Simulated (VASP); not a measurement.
Sb, 4 atoms in the cell. The structure is cubic, space group I-43m (No. 217). Conventional cell: a = 6.167 Å, b = 6.167 Å, c = 6.167 Å, α = 90.00°, β = 90.00°, γ = 90.00°. Sb (site symmetry 3m) has 9 Sb at 3.13 to 3.82 Å within 4.1 Å. 

```yaml
Program: VASP 6.6.1
Task: single point
Functional: PBE
Potentials_or_basis: VASP PAW PBE potentials, release 64 (Sb)
Cutoff: 520 eV
k_mesh: 4 × 4 × 4
Occupations: gaussian, width 0.1 eV
Spin: no spin polarisation
Dipole_correction: no
Further_INCAR_settings: ALGO = Normal; EDIFF = 1e-07; NBANDS = 18
```

Potentials or basis: VASP PAW PBE potentials, release 64 (Sb).

Command:

```console
$ cat potpaw_PBE.64/Sb/POTCAR > POTCAR
$ mpirun -np 1 vasp_std > vasp.out
```

Hardware: 1 thread of Intel Xeon 8259CL, with other jobs on the host.

Question: How long does it take, and how much memory?

Answer: It took 30 s on 1 thread of Intel Xeon 8259CL (shared host), peak memory 0.24 GiB. Counts: scf iterations 12, k points 8.
